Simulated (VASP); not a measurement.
# ZrS (Immm) in VASP: a series of runs

ZrS is run at these levels: PBEsol; tasks: single point.

All numbers are computed with VASP 6.6.1; they aren't measurements. Logs are shortened: lines on timing, memory, paths and dates and some standing lists are left out, and cuts for length are marked.

### 1 The cell of the first run

The typed cell holds 2 atoms: a = 3.658 Å, b = 3.653 Å, c = 3.653 Å, α = 59.92°, β = 59.96°, γ = 59.96°.

### 2 Single point, PBEsol (strain +0.0025 x Voigt [0, 0, 0, 1, 0, 0])

INCAR

```
PREC = Accurate ; ENCUT = 520
EDIFF = 1E-6 ; ISMEAR = 0
SIGMA = 0.15 ; LREAL = False
LASPH = True ; NELM = 100
ALGO = Normal ; ISIF = 2
LWAVE = False ; LCHARG = False
GGA = PS ; NBANDS = 16
```

KPOINTS

```
Automatic mesh
0
Gamma
  20 20 20
```

POSCAR

```
ZrS
1.0
    0.0000000000      2.5863041942      2.5863041942
    2.5830753500      0.0032288442      2.5830753500
    2.5830753500      2.5830753500      0.0032288442
Zr S
1 1
Direct
    0.0000000000      0.0000000000      0.0000000000
    0.5000000000      0.5000000000      0.5000000000
```

Potentials or basis: VASP PAW PBE potentials, release 64 (Zr_sv, S).

The run is started by

```
> cat potpaw_PBE.64/Zr_sv/POTCAR potpaw_PBE.64/S/POTCAR > POTCAR
> mpirun -np 1 vasp_std > vasp.out
```

OUTCAR:

```text
PREC = Accurate
   ENCUT = 520
   EDIFF = 1E-6
   ISMEAR = 0
   LREAL = False
   LASPH = True
   NELM = 100
   ISIF = 2
   GGA = PS

 ion  position               nearest neighbor table
   1  0.000  0.000  0.000-   2 2.58   2 2.58   2 2.58   2 2.58   2 2.58   2 2.58
   2  0.500  0.500  0.500-   1 2.58   1 2.58   1 2.58   1 2.58   1 2.58   1 2.58

  LATTYP: Found a body centered orthorhombic cell.
 ALAT       =     3.6484539173
 B/A-ratio  =     1.0025031289
 C/A-ratio  =     1.4159835418

  Lattice vectors:

 A1 = (  -2.5830753500,   2.5830753500,   0.0032288442)
 A2 = (  -2.5830753500,  -2.5830753500,  -0.0032288442)
 A3 = (   2.5830753500,   0.0032288442,   2.5830753500)

Analysis of symmetry for initial positions (statically):
=====================================================================
 Subroutine PRICEL returns:
 Original cell was already a primitive cell.

 Routine SETGRP: Setting up the symmetry group for a
 body centered orthorhombic supercell.

 Subroutine GETGRP returns: Found  8 space group operations
 (whereof  8 operations were pure point group operations)
 out of a pool of  8 trial point group operations.

The static configuration has the point symmetry D_2h.

Analysis of symmetry for dynamics (positions and initial velocities):
=====================================================================
 Subroutine PRICEL returns:
 Original cell was already a primitive cell.

 Routine SETGRP: Setting up the symmetry group for a
 body centered orthorhombic supercell.

 Subroutine GETGRP returns: Found  8 space group operations
 (whereof  8 operations were pure point group operations)
 out of a pool of  8 trial point group operations.

The dynamic configuration has the point symmetry D_2h.

 Subroutine INISYM returns: Found  8 space group operations
 (whereof  8 operations are pure point group operations),
 and found     1 'primitive' translations

----------------------------------------------------------------------------------------

                                     Primitive cell

  volume of cell :      34.4699

  direct lattice vectors                    reciprocal lattice vectors
     0.000000000  2.586304194  2.586304194    -0.193567718  0.193326060  0.193326060
     2.583075350  0.003228844  2.583075350     0.193567718 -0.193809980  0.193809980
     2.583075350  2.583075350  0.003228844     0.193567718  0.193809980 -0.193809980

  length of vectors
     3.657586468  3.653021620  3.653021620     0.334990138  0.335548921  0.335548921

  position of ions in fractional coordinates (direct lattice)
     0.000000000  0.000000000  0.000000000
     0.500000000  0.500000000  0.500000000

  ion indices of the primitive-cell ions
   primitive index   ion index
                 1           1
                 2           2

----------------------------------------------------------------------------------------

 KPOINTS: Automatic mesh

Automatic generation of k-mesh.
 Grid dimensions read from file:
 generate k-points for:   20   20   20

 Generating k-lattice:

  Cartesian coordinates                     Fractional coordinates (reciprocal lattice)
    -0.009678386  0.009666303  0.009666303     0.050000000 -0.000000000 -0.000000000
     0.009678386 -0.009690499  0.009690499     0.000000000  0.050000000  0.000000000
     0.009678386  0.009690499 -0.009690499     0.000000000  0.000000000  0.050000000

  Length of vectors
     0.016749507  0.016777446  0.016777446

  Shift w.r.t. Gamma in fractional coordinates (k-lattice)
     0.000000000  0.000000000  0.000000000

 Subroutine IBZKPT returns following result:
 ===========================================

 Found   1166 irreducible k-points:

 Following reciprocal coordinates:
            Coordinates               Weight
  0.000000  0.000000  0.000000      1.000000
  0.050000 -0.000000 -0.000000      4.000000
  0.100000  0.000000 -0.000000      4.000000
  0.150000 -0.000000 -0.000000      4.000000
  0.200000  0.000000 -0.000000      4.000000
  0.250000  0.000000  0.000000      4.000000
[... 16 lines left out ...]
 -0.450000  0.050000  0.000000      8.000000
 -0.400000  0.050000  0.000000      8.000000
 [... further k-points ...]
   k-points           NKPTS =   1166   k-points in BZ     NKDIM =   1166   number of bands    NBANDS=     16
   number of dos      NEDOS =    301   number of ions     NIONS =      2
   total plane-waves  NPLWV =  21952
   dimension x,y,z NGX =    28 NGY =   28 NGZ =   28
   dimension x,y,z NGXF=    56 NGYF=   56 NGZF=   56
   ions per type =               1   1
   NGX,Y,Z   is equivalent  to a cutoff of  12.73, 12.74, 12.74 a.u.
   NGXF,Y,Z  is equivalent  to a cutoff of  25.45, 25.49, 25.49 a.u.
 SYSTEM =  unknown system
   PREC   = accura    normal or accurate (medium, high low for compatibility)
   ISTART =      0    job   : 0-new  1-cont  2-samecut
   ICHARG =      2    charge: 1-file 2-atom 10-const
   ISPIN  =      1    spin polarized calculation?
   LNONCOLLINEAR =      F non collinear calculations
   LSORBIT =      F    spin-orbit coupling
   LASPH  =      T    aspherical Exc in radial PAW
   ENCUT  =  520.0 eV  38.22 Ry    6.18 a.u.   6.80  6.79  6.79*2*pi/ulx,y,z
   NELM   =    100;   NELMIN=  2; NELMDL= -5     # of ELM steps
   EDIFF  = 0.1E-05   stopping-criterion for ELM
   LREAL  =      F    real-space projection
   EDIFFG = 0.1E-04   stopping-criterion for IOM
   NSW    =      0    number of steps for IOM
   IBRION =     -1    ionic relax: 0-MD 1-quasi-New 2-CG
   NFREE  =      0    steps in history (QN), initial steepest desc. (CG)
   ISIF   =      2    stress and relaxation
   ISYM   =      2    0-nonsym 1-usesym 2-fastsym
   POTIM  = 0.5000    time-step for ionic-motion
   TEBEG  =    0.0;   TEEND  =   0.0 temperature during run
   PSTRESS=    0.0 pullay stress
   NELECT =      18.0000    total number of electrons
   NUPDOWN=      -1.0000    fix difference up-down
   EMIN   =  10.00;   EMAX   =-10.00  energy-range for DOS
   EFERMI =   0.00;   METHOD = LEGACY
   ISMEAR =     0;   SIGMA  =   0.15  broadening in eV -4-tet -1-fermi 0-gaus
   EFERMI_NEDOS =   21; number of points for ismear=-14 and -15
   IALGO  =     38    algorithm
   IMIX   =      4    mixing-type and parameters
     AMIX     =   0.40;   BMIX     =  1.00
     AMIX_MAG =   1.60;   BMIX_MAG =  1.00
  volume/ion in A,a.u.               =      17.23       116.31
  Fermi-wavevector in a.u.,A,eV,Ry     =   1.318314  2.491252 23.646265  1.737951
  Thomas-Fermi vector in A             =   2.448293
   LORBIT       =      0    0 simple, 1 ext, 2 COOP (PROOUT), +10 PAW based schemes
   GGA     = PS    functional components
   LHFCALC =     F    Hartree Fock is set to
   AEXX    =    0.0000 exact exchange contribution
   IVDW    =     0    specifies the selected vdW correction
   LEPSILON=     F    determine dielectric tensor
   LRPA    =     F    only Hartree local field effects (RPA)
 non-spin polarized calculation
 Gauss-broadening in eV      SIGMA  =   0.15
  energy-cutoff  :      520.00
  volume of cell :       34.47
 maximum number of plane-waves:       948
   NGX = 13   NGY = 13   NGZ = 13

 number of electron      17.9999999 magnetization

 Free energy of the ion-electron system (eV)
  ---------------------------------------------------
  ext. energy  EPLUGINS =         0.00000000
  ---------------------------------------------------
  free energy    TOTEN  =       -16.51926418 eV

  energy without entropy =      -16.50585354  energy(sigma->0) =      -16.51255886

 E-fermi :  11.2000     XC(G=0): -11.6942

 val. band max:       11.1880025284   @ k =  -0.1000  -0.4500   0.2000
 cond. band min:      11.2038080554   @ k =  -0.0500  -0.3000   0.2000
 fundamental gap:      0.0158055270
 Fermi energy:        11.1999825530

 k-point     1 :       0.0000    0.0000    0.0000
  band No.  band energies     occupation
      1     -38.5683      2.00000
      2     -16.5693      2.00000
      3     -16.5676      2.00000
      4     -16.5658      2.00000
      5      -4.8300      2.00000
      6       7.6821      2.00000
[... 8 lines left out ...]
     15      18.3444      0.00000
     16      24.0223      0.00000

 k-point     2 :       0.0500   -0.0000   -0.0000
  band No.  band energies     occupation
      1     -38.5675      2.00000
      2     -16.5798      2.00000
      3     -16.5690      2.00000
      4     -16.5668      2.00000
      5      -4.7943      2.00000
      6       7.4596      2.00000
[... 8 lines left out ...]
     15      18.4625      0.00000
     16      23.7607      0.00000

 k-point     3 :       0.1000    0.0000   -0.0000
  band No.  band energies     occupation
      1     -38.5651      2.00000
      2     -16.6117      2.00000
      3     -16.5716      2.00000
      4     -16.5694      2.00000
      5      -4.6894      2.00000
      6       6.9213      2.00000
[... 8 lines left out ...]
     15      18.7914      0.00000
     16      23.1386      0.00000

 k-point     4 :       0.1500   -0.0000   -0.0000
  band No.  band energies     occupation
      1     -38.5614      2.00000
      2     -16.6608      2.00000
      3     -16.5757      2.00000
      4     -16.5735      2.00000
      5      -4.5224      2.00000
      6       6.2523      2.00000
[... 8 lines left out ...]
     15      19.2311      0.00000
     16      22.4726      0.00000
[... 324 lines left out ...]
 k-point    22 :       0.5000    0.0500   -0.0000
  band No.  band energies     occupation
      1     -38.5345      2.00000
      2     -16.9898      2.00000
      3     -16.6092      2.00000
      4     -16.6062      2.00000
      5      -3.1113      2.00000
      6       2.9959      2.00000
[... 8 lines left out ...]
     15      17.5107      0.00000
     16      17.7478      0.00000

 k-point    23 :      -0.4500    0.0500    0.0000
  band No.  band energies     occupation
      1     -38.5348      2.00000
      2     -16.9866      2.00000
      3     -16.6108      2.00000
      4     -16.6040      2.00000
      5      -3.1282      2.00000
      6       3.0241      2.00000
[... 8 lines left out ...]
     15      17.4493      0.00000
     16      17.8286      0.00000

 k-point    24 :      -0.4000    0.0500    0.0000
  band No.  band energies     occupation
      1     -38.5367      2.00000
      2     -16.9644      2.00000
      3     -16.6105      2.00000
      4     -16.6001      2.00000
      5      -3.2454      2.00000
      6       3.2250      2.00000
[... 8 lines left out ...]
     15      18.0303      0.00000
     16      18.2128      0.00000

 [... further k-points ...]
[... 5 lines left out ...]
  --------------------------------------------------------------------------------------
  -------------------------------------------------------------------------------------
  Total        0.0463047      0.0463363      0.0463363     -0.0000000     -0.0159673      0.0000000
  in kB        2.1522641      2.1537329      2.1537329     -0.0000000     -0.7421653      0.0000000
  external PRESSURE =       2.1532433 kB  Pullay stress =       0.0000000 kB

 VOLUME and BASIS-vectors are now :
 -----------------------------------------------------------------------------
  energy-cutoff  :      520.00
  volume of cell :       34.47
      direct lattice vectors                 reciprocal lattice vectors
     0.000000000  2.586304194  2.586304194    -0.193567718  0.193326060  0.193326060
     2.583075350  0.003228844  2.583075350     0.193567718 -0.193809980  0.193809980
     2.583075350  2.583075350  0.003228844     0.193567718  0.193809980 -0.193809980

 POSITION                                       TOTAL-FORCE (eV/Angst)
 -----------------------------------------------------------------------------------
      0.00000      0.00000      0.00000         0.000000     -0.000000     -0.000000
      2.58308      2.58630      2.58630         0.000000      0.000000      0.000000
 -----------------------------------------------------------------------------------
    total drift:                                0.000000      0.000000      0.000000

  FREE ENERGIE OF THE ION-ELECTRON SYSTEM (eV)
  ---------------------------------------------------
  free  energy   TOTEN  =       -16.5192641766 eV

  energy  without entropy=      -16.5058535432  energy(sigma->0) =      -16.51255886
```

Run time: 4.1 min. Hardware: 1 thread of AMD EPYC 9R45 (Zen 5), shared host; peak memory 0.65 GiB.

Results:

```yaml
Free_energy: -16.5193 eV
Pressure: 0.2 GPa
Band_gap_on_the_k_mesh: zero (band 9 reaches 12.79 eV, above the bottom of band 10 at 9.74 eV)
```

Caveat: the cell differs from its parent crystal (strain +0.0025 x Voigt [0, 0, 0, 1, 0, 0]); the PAW data sets were made with another functional, which shifts forces and pressure a little.

### 3 Single point, PBEsol (strain -0.0200 x Voigt [0, 0, 0, 1, 0, 0])

INCAR

```
SYSTEM = ZrS
PREC = Accurate ; ENCUT = 520
EDIFF = 1E-6 ; ISMEAR = 0
SIGMA = 0.15 ; LREAL = .False.
LASPH = .True. ; NELM = 100
ALGO = Normal ; ISIF = 2
LWAVE = .False. ; LCHARG = .False.
GGA = PS ; NBANDS = 16
```

KPOINTS

```
regular mesh
0
Gamma
  20 20 20
  0 0 0
```

POSCAR

```
ZrS
1.0
    0.0000000000      2.5572445965      2.5572445965
    2.5830753500     -0.0258307535      2.5830753500
    2.5830753500      2.5830753500     -0.0258307535
Zr S
1 1
Direct
    0.0000000000      0.0000000000      0.0000000000
    0.5000000000      0.5000000000      0.5000000000
```

Potentials or basis: VASP PAW PBE potentials, release 64 (Zr_sv, S).

The run is started by

```
> cat potpaw_PBE.64/Zr_sv/POTCAR potpaw_PBE.64/S/POTCAR > POTCAR
> mpirun -np 1 vasp_std > vasp.out
```

It took 12 min on 1 thread of Intel Xeon Platinum 8259CL at 2.50GHz (Skylake/Cascade Lake), shared host; peak memory 0.68 GiB.

Results (log left out):

| Property | Result |
| --- | --- |
| Free energy | -16.5180 eV |
| Pressure | 0.2 GPa |
| Band gap on the k mesh | zero (band 9 reaches 12.75 eV, above the bottom of band 10 at 9.74 eV) |

Stress tensor (GPa, compression positive):
```
0.23 0.00 0.00
0.00 0.24 0.59
0.00 0.59 0.24
```

Levels at points of the mesh, in eV from the Fermi level:
| k point | band 7 | band 8 | band 9 | band 10 | band 11 | band 12 |
| --- | --- | --- | --- | --- | --- | --- |
| (0.00, 0.00, 0.00) | -3.51 | -3.45 | -1.57 | -1.47 | -1.35 | -0.73 |
| (0.50, 0.00, 0.00) | -6.24 | -6.14 | 1.55 | 1.65 | 1.90 | 2.04 |
| (0.00, 0.50, 0.00) | -6.15 | -6.04 | 1.45 | 1.63 | 1.94 | 1.97 |
| (0.50, 0.50, 0.00) | -4.47 | -4.47 | -3.68 | 0.54 | 2.51 | 2.56 |
| (0.00, 0.50, 0.50) | -4.55 | -4.39 | -3.68 | 0.55 | 2.56 | 2.56 |

Caveat: the cell differs from its parent crystal (strain -0.0200 x Voigt [0, 0, 0, 1, 0, 0]); the PAW data sets were made with another functional, which shifts forces and pressure a little.

(Part 1 of 3 ends here.)
